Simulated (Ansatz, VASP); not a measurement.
# Two plane-wave programs on HfO2

```
Hf O
1.0
     0.00000    2.52939    2.52939
     2.52939    0.00000    2.52939
     2.52939    2.52939    0.00000
Hf O
1 2
Direct
  0.00000 0.00000 0.00000
  0.25000 0.25000 0.25000
  0.75000 0.75000 0.75000
```

Alike in both runs: functional r2SCAN; k mesh 10 × 10 × 10; occupations fermi-dirac, width 0.02 eV; no spin polarisation.

Ansatz relaxed the structure, and its values are those at the end. VASP's run is a single point on that final structure, the one shown.

|  | VASP | Ansatz |
| --- | --- | --- |
| version | VASP 6.6.1 | Ansatz 0.2.0 |
| potentials or method | VASP PAW PBE potentials, release 64 (Hf_pv, O), cutoff 520 eV | PAW plane waves |
| valence electrons in the cell | 22 | 38 |

|  | VASP | Ansatz | Ansatz less VASP |
| --- | --- | --- | --- |
| gap on the k mesh at the Fermi level (eV) | 4.31 | 4.30 | -0.012 |
| pressure (GPa) | -4.0 | 0.0 | +4.04 |

VASP's potentials were made for PBE, not for r2SCAN. One of these differences is far larger than is usual between the two programs; its cause wasn't traced. The functional is the same, so the differences come from potentials, cutoffs and numerics. VASP's potentials hold 22 valence electrons a cell and Ansatz's 38, so a difference there can come from the potentials and not from the codes.

Neither program's run includes spin-orbit coupling.
